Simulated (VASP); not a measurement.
# CsBa (P4/nmm) in VASP: notebook

Runs on CsBa. Level: PBE. Tasks: single point, relaxation of cell and atoms.

Program: VASP 6.6.1. These are calculated values, not measurements. Logs are shortened: lines on timing, memory, paths and dates and some standing lists are left out, and cuts for length are marked.

## 1. The cell of the first run

It takes space group P4/nmm (No. 129, tetragonal). The conventional cell has a = 5.156 Å, b = 5.156 Å, c = 6.515 Å, α = 90.00°, β = 90.00°, γ = 90.00°. Cs (site symmetry 4mm) has 4 Ba at 3.00 Å within 3.9 Å. Ba (site symmetry -4m2) has 4 Cs at 3.00 Å and 4 Ba at 3.65 Å within 3.9 Å.

## 2. Single point, PBE

INCAR reads:

```
ALGO = Normal
EDIFF = 1E-6
ENCUT = 520
GGA = PE
ISIF = 2
ISMEAR = 0
LASPH = T
LCHARG = F
LREAL = F
LWAVE = F
NBANDS = 27
NELM = 80
PREC = Accurate
SIGMA = 0.1
```

KPOINTS reads:

```
k-points
0
Gamma
  4 4 4
```

POSCAR reads:

```
CsBa
1.0
    5.1559610835      0.0000000000      0.0000000000
    0.0000000000      5.1559610835      0.0000000000
    0.0000000000      0.0000000000      6.5150051735
Cs Ba
2 2
Direct
    0.0000000000      0.5000000000      0.2351000000
    0.5000000000      0.0000000000      0.7649000000
    0.0000000000      0.0000000000      0.0000000000
    0.5000000000      0.5000000000      0.0000000000
```

Potentials or basis: VASP PAW PBE potentials, release 64 (Cs_sv, Ba_sv).

Started as:

```console
cat potpaw_PBE.64/Cs_sv/POTCAR potpaw_PBE.64/Ba_sv/POTCAR > POTCAR
mpirun -np 1 vasp_std > vasp.out
```

OUTCAR:

```text
EDIFF = 1E-6
   ENCUT = 520
   GGA = PE
   ISIF = 2
   ISMEAR = 0
   LASPH = T
   LREAL = F
   NELM = 80
   PREC = Accurate

 ion  position               nearest neighbor table
   1  0.000  0.500  0.235-   3 3.00   4 3.00   3 3.00   4 3.00
   2  0.500  0.000  0.765-   3 3.00   4 3.00   4 3.00   3 3.00
   3  0.000  0.000  0.000-   1 3.00   2 3.00   1 3.00   2 3.00   4 3.65   4 3.65   4 3.65   4 3.65

   4  0.500  0.500  0.000-   1 3.00   2 3.00   2 3.00   1 3.00   3 3.65   3 3.65   3 3.65   3 3.65

  LATTYP: Found a simple tetragonal cell.
 ALAT       =     5.1559610835
 C/A-ratio  =     1.2635869565

  Lattice vectors:

 A1 = (   5.1559610835,   0.0000000000,   0.0000000000)
 A2 = (   0.0000000000,   5.1559610835,   0.0000000000)
 A3 = (   0.0000000000,   0.0000000000,   6.5150051735)

Analysis of symmetry for initial positions (statically):
=====================================================================
 Subroutine PRICEL returns:
 Original cell was already a primitive cell.

 Routine SETGRP: Setting up the symmetry group for a
 simple tetragonal supercell.

 Subroutine GETGRP returns: Found 16 space group operations
 (whereof  8 operations were pure point group operations)
 out of a pool of 16 trial point group operations.

The static configuration has the point symmetry D_2d.
 The point group associated with its full space group is D_4h.

Analysis of symmetry for dynamics (positions and initial velocities):
=====================================================================
 Subroutine PRICEL returns:
 Original cell was already a primitive cell.

 Routine SETGRP: Setting up the symmetry group for a
 simple tetragonal supercell.

 Subroutine GETGRP returns: Found 16 space group operations
 (whereof  8 operations were pure point group operations)
 out of a pool of 16 trial point group operations.

The dynamic configuration has the point symmetry D_2d.
 The point group associated with its full space group is D_4h.

 Subroutine INISYM returns: Found 16 space group operations
 (whereof  8 operations are pure point group operations),
 and found     1 'primitive' translations

----------------------------------------------------------------------------------------

[... 85 lines left out ...]
   LSORBIT =      F    spin-orbit coupling
   LASPH  =      T    aspherical Exc in radial PAW
   ENCUT  =  520.0 eV  38.22 Ry    6.18 a.u.   9.59  9.59 12.11*2*pi/ulx,y,z
   NELM   =     80;   NELMIN=  2; NELMDL= -5     # of ELM steps
   EDIFF  = 0.1E-05   stopping-criterion for ELM
   LREAL  =      F    real-space projection
   EDIFFG = 0.1E-04   stopping-criterion for IOM
   NSW    =      0    number of steps for IOM
   IBRION =     -1    ionic relax: 0-MD 1-quasi-New 2-CG
   NFREE  =      0    steps in history (QN), initial steepest desc. (CG)
   ISIF   =      2    stress and relaxation
   ISYM   =      2    0-nonsym 1-usesym 2-fastsym
   POTIM  = 0.5000    time-step for ionic-motion
   TEBEG  =    0.0;   TEEND  =   0.0 temperature during run
   PSTRESS=    0.0 pullay stress
   NELECT =      38.0000    total number of electrons
   NUPDOWN=      -1.0000    fix difference up-down
   EMIN   =  10.00;   EMAX   =-10.00  energy-range for DOS
   EFERMI =   0.00;   METHOD = LEGACY
   ISMEAR =     0;   SIGMA  =   0.10  broadening in eV -4-tet -1-fermi 0-gaus
   EFERMI_NEDOS =   21; number of points for ismear=-14 and -15
   IALGO  =     38    algorithm
   IMIX   =      4    mixing-type and parameters
     AMIX     =   0.40;   BMIX     =  1.00
     AMIX_MAG =   1.60;   BMIX_MAG =  1.00
  volume/ion in A,a.u.               =      43.30       292.19
  Fermi-wavevector in a.u.,A,eV,Ry     =   0.987396  1.865908 13.265011  0.974951
  Thomas-Fermi vector in A             =   2.118847
   LORBIT       =      0    0 simple, 1 ext, 2 COOP (PROOUT), +10 PAW based schemes
   GGA     = PE    functional components
   LHFCALC =     F    Hartree Fock is set to
   AEXX    =    0.0000 exact exchange contribution
   IVDW    =     0    specifies the selected vdW correction
   LEPSILON=     F    determine dielectric tensor
   LRPA    =     F    only Hartree local field effects (RPA)
 non-spin polarized calculation
 Gauss-broadening in eV      SIGMA  =   0.10
  energy-cutoff  :      520.00
  volume of cell :      173.19
 maximum number of plane-waves:      4717
 NGX is ok and might be reduce to    40
   NGX = 19   NGY = 19   NGZ = 25

 number of electron      38.0000001 magnetization

 Free energy of the ion-electron system (eV)
  ---------------------------------------------------
  ext. energy  EPLUGINS =         0.00000000
  ---------------------------------------------------
  free energy    TOTEN  =         1.62590247 eV

  energy without entropy =        1.63967802  energy(sigma->0) =        1.63279024

 E-fermi :   3.1384     XC(G=0):  -8.3659

 val. band max:        3.1046112060   @ k =   0.0000   0.0000   0.2500
 cond. band min:       3.1779392473   @ k =   0.2500   0.2500   0.5000
 fundamental gap:      0.0733280413
 Fermi energy:         3.1384200819

 k-point     1 :       0.0000    0.0000    0.0000
  band No.  band energies     occupation
      1     -25.7390      2.00000
      2     -25.2578      2.00000
      3     -20.7010      2.00000
      4     -20.3526      2.00000
      5     -12.2832      2.00000
      6     -12.2832      2.00000
[... 529 lines left out ...]
     26       5.6304      0.00000
     27       6.0356      0.00000

------------------------ aborting loop because EDIFF is reached ----------------------------------------

  FORCE on cell =-STRESS in cart. coord.  units (eV):
  Direction    XX          YY          ZZ          XY          YZ          ZX
  --------------------------------------------------------------------------------------
  -------------------------------------------------------------------------------------
  Total       17.1855788     17.1855788      9.4464027      0.0000000      0.0000000      0.0000000
  in kB      158.9793510    158.9793510     87.3862313      0.0000000      0.0000000      0.0000000
  external PRESSURE =     135.1149777 kB  Pullay stress =       0.0000000 kB

 VOLUME and BASIS-vectors are now :
 -----------------------------------------------------------------------------
  energy-cutoff  :      520.00
  volume of cell :      173.19
      direct lattice vectors                 reciprocal lattice vectors
     5.155961084  0.000000000  0.000000000     0.193950261  0.000000000  0.000000000
     0.000000000  5.155961084  0.000000000     0.000000000  0.193950261  0.000000000
     0.000000000  0.000000000  6.515005173     0.000000000  0.000000000  0.153491820

 POSITION                                       TOTAL-FORCE (eV/Angst)
 -----------------------------------------------------------------------------------
      0.00000      2.57798      1.53168         0.000000      0.000000      3.688454
      2.57798      0.00000      4.98333        -0.000000      0.000000     -3.688454
      0.00000      0.00000      0.00000         0.000000     -0.000000     -0.000000
      2.57798      2.57798      0.00000         0.000000      0.000000     -0.000000
 -----------------------------------------------------------------------------------
    total drift:                                0.000000     -0.000000     -0.000000

  FREE ENERGIE OF THE ION-ELECTRON SYSTEM (eV)
  ---------------------------------------------------
  free  energy   TOTEN  =         1.6259024674 eV

  energy  without entropy=        1.6396780206  energy(sigma->0) =        1.63279024
```

stdout:

```text
POSCAR found type information on POSCAR CsBa
 POSCAR found :  2 types and       4 ions
 scaLAPACK will be used
 LDA part: xc-table for (Slater+PW92), standard interpolation
 POSCAR, INCAR and KPOINTS ok, starting setup
 FFT: planning ... GRIDC
 FFT: planning ... GRID_SOFT
 FFT: planning ... GRID
 WAVECAR not read
 entering main loop
```

Run time: 42 s. Hardware: 1 thread of Intel Xeon 6975P-C (Granite Rapids), shared host; peak memory 0.29 GiB.

Results:

| Quantity | Value |
| --- | --- |
| Free energy | 1.6259 eV |
| Pressure | 13.5 GPa |
| Largest force | 3.688 eV/Å |
| Band gap on the k mesh | zero (bands 19 and 20 overlap by 1.28 eV) |

Forces in eV/Å, atoms in the order of the input:
```
Cs   0.000  0.000  3.688
Cs   0.000  0.000 -3.688
Ba   0.000  0.000  0.000
Ba   0.000  0.000  0.000
```

Caveat: the cell stands under pressure; spin-orbit coupling is left out, which moves the levels of the heavy elements; forces of over 1 eV/Å act on the atoms, so gaps and moduli don't describe the material at rest.

[end of part 1 of 2]
